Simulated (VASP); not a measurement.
**MoSe: single point with r2SCAN+U**

MoSe:

```
CELL_PARAMETERS angstrom
3.47067 0.00000 0.00000
-1.73533 3.00569 0.00000
0.00000 0.00000 4.37280
ATOMIC_POSITIONS crystal
Mo 0.66389 0.33749 0.01988
Se 0.35496 0.68646 0.11841
```

* Program: VASP 6.6.1
* Task: single point
* Functional: r2SCAN
* Potentials or basis: VASP PAW PBE potentials, release 64 (Mo_sv, Se)
* Cutoff: 520 eV
* k mesh: 8 × 8 × 6
* Occupations: methfessel-paxton, width 0.05 eV
* Spin: no spin polarisation
* Hubbard terms: Mo d U = 5.3 eV
* Dipole correction: no
* Further INCAR settings: ALGO = Normal; EDIFF = 1e-06; NBANDS = 17

The pressure is 70.1 GPa. The largest force is 7.621 eV/Å and the band gap on the k mesh is zero (bands 10 and 11 overlap by 1.24 eV).

Forces on the atoms (eV/Å):
```
Mo   2.532  2.397 -6.776
Se  -2.532 -2.397  6.776
```

Stress tensor (GPa, compression positive):
```
 88.59 -12.74  -3.83
-12.74 115.92  -3.24
 -3.83  -3.24   5.86
```

Levels at points of the mesh, in eV from the Fermi level:
| k point | band 6 | band 7 | band 8 | band 9 | band 10 | band 11 | band 12 | band 13 | band 14 | band 15 |
| --- | --- | --- | --- | --- | --- | --- | --- | --- | --- | --- |
| (0.00, 0.00, 0.00) | -7.20 | -7.09 | -5.33 | -1.05 | -0.59 | 1.37 | 4.36 | 7.13 | 8.15 | 8.32 |
| (0.50, 0.00, 0.00) | -6.99 | -4.69 | -4.34 | -1.25 | -0.64 | -0.48 | 2.48 | 2.68 | 5.68 | 8.30 |
| (0.00, 0.50, 0.00) | -7.07 | -4.75 | -4.08 | -1.43 | -1.12 | 0.40 | 2.20 | 2.37 | 5.62 | 8.46 |
| (0.50, 0.50, 0.00) | -7.00 | -4.72 | -4.12 | -1.33 | -1.03 | -0.15 | 2.16 | 2.55 | 5.65 | 8.41 |
| (0.00, 0.00, 0.50) | -7.18 | -7.08 | -5.96 | -0.78 | 0.08 | 1.21 | 5.14 | 6.24 | 8.13 | 8.17 |
| (0.50, 0.00, 0.50) | -6.99 | -4.86 | -4.66 | -0.77 | -0.70 | -0.23 | 2.46 | 2.70 | 5.37 | 8.24 |
| (0.00, 0.50, 0.50) | -7.16 | -5.09 | -4.12 | -1.09 | -0.50 | 0.30 | 2.22 | 2.39 | 4.58 | 8.15 |
| (0.50, 0.50, 0.50) | -7.08 | -5.03 | -4.22 | -1.15 | -0.42 | -0.08 | 2.17 | 2.47 | 4.90 | 8.21 |

Eigenvalues of the final occupation matrices:
```tsv
site	spin	trace	eigenvalues
site 1 d	1	2.46	0.21 0.50 0.52 0.61 0.63
site 1 d	2	2.46	0.21 0.50 0.52 0.61 0.63
```

Wall time 37 min on 1 thread of Intel(R) Xeon(R) 6975P-C (Granite Rapids), with other jobs on the host, peak memory 0.35 GiB.

Caveat: the cell stands under pressure; the PAW data sets were made with another functional, which shifts forces and pressure a little; U without spin polarisation on a metal has little footing.
